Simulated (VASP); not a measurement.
# C: single point with r2SCAN

The system is C.

```
C
1.0
     1.78014   -1.78014    0.00000
     1.78014    0.00000   -1.78014
     7.55358    7.55358    7.55358
C
12
Cartesian
  4.3022 0.7420 0.7420
  0.7420 0.7420 0.7420
  4.3022 2.5221 2.5221
  7.8625 4.3022 4.3022
  7.8625 2.5221 2.5221
  7.8625 6.0824 6.0824
  5.1923 1.6320 1.6320
  5.1923 -0.1481 -0.1481
  5.1923 3.4122 3.4122
  8.7526 5.1923 5.1923
  5.1923 5.1923 5.1923
  1.6320 -0.1481 -0.1481
```

```yaml
Program: VASP 6.6.1
Task: single point
Functional: r2SCAN
Potentials_or_basis: VASP PAW PBE potentials, release 64 (C)
Cutoff: 520 eV
k_mesh: 10 × 10 × 2
Occupations: gaussian, width 0.05 eV
Spin: no spin polarisation
Dipole_correction: no
Further_INCAR_settings: ALGO = Normal; EDIFF = 1e-06; NBANDS = 36
```

| Property | Result |
| --- | --- |
| Pressure | -7.1 GPa |
| Largest force | 3.003 eV/Å |
| Band gap on the k mesh | 2.14 eV, indirect (least direct gap 2.78 eV) |

Forces in eV/Å, atoms in the order of the input:
```
C   -0.056 -0.056 -0.056
C   -1.734 -1.734 -1.734
C   -0.007 -0.007 -0.007
C   -0.228 -0.228 -0.228
C   -0.020 -0.020 -0.020
C    0.380  0.380  0.380
C    0.020  0.020  0.020
C    0.228  0.228  0.228
C    0.007  0.007  0.007
C    1.734  1.734  1.734
C    0.056  0.056  0.056
C   -0.380 -0.380 -0.380
```

Stress tensor (GPa, compression positive):
```
-7.06 -6.40 -6.40
-6.40 -7.06 -6.40
-6.40 -6.40 -7.06
```

Levels at points of the mesh, in eV from the valence-band top:
```tsv
k point	band 21	band 22	band 23	band 24	band 25	band 26	band 27	band 28
(0.00, 0.00, 0.00)	-0.84	-0.38	-0.38	0.00	2.78	5.84	5.84	6.68
(0.50, 0.00, 0.00)	-4.45	-3.99	-3.42	-2.06	2.14	4.81	5.09	5.82
(0.00, 0.00, 0.50)	-0.71	-0.71	-0.45	-0.45	3.20	5.89	5.89	6.40
(0.50, 0.00, 0.50)	-4.08	-3.82	-3.50	-2.21	2.22	4.84	5.10	5.83
```

It took 5.5 min on 1 thread of Intel Xeon 8259CL (shared host), peak memory 0.21 GiB.

Caveat: the PAW data sets were made with another functional, which shifts forces and pressure a little. r2SCAN opens gaps a little over a GGA but as a rule still falls short of measured ones.
